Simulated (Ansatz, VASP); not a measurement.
AlH5 in VASP and in Ansatz

```
CELL_PARAMETERS angstrom
4.27486 0.00000 0.00000
-2.13743 3.70214 0.00000
0.00000 0.00000 3.56385
ATOMIC_POSITIONS crystal
Al 0.00000 0.00000 0.00000
H 0.50000 0.00000 0.50000
H 0.50000 0.50000 0.50000
H 0.00000 0.50000 0.50000
H 0.33333 0.66667 0.00000
H 0.66667 0.33333 0.00000
```

Change from the starting cell: species swapped into the YFe5 type (P6/mmm, No. 191).

Alike in both runs: task relaxation of cell and atoms; functional PBE; k mesh 6 × 6 × 6; occupations gaussian, width 0.1 eV; no spin polarisation.

```csv
,VASP,Ansatz
version,VASP 6.6.1,Ansatz 0.2.0
potentials or method,"VASP PAW PBE potentials, release 64 (Al, H), cutoff 600 eV","scalar-relativistic, plane waves, PAW"
valence electrons in the cell,8,8
```

```tsv
	VASP	Ansatz	Ansatz less VASP
gap on the k mesh at the Fermi level, each at its own relaxed structure (eV)	none	none	-
relaxed volume (Å³/atom)	5.42	5.46	+0.044
relaxed cell length with the largest relative difference (Å)	3.693	3.717	+0.0242
```

A gap of «none» marks a metal or a gap that the smearing closes.

Noted on VASP's run: the volume moved by over 15 % at a fixed basis, so the end points are rough.
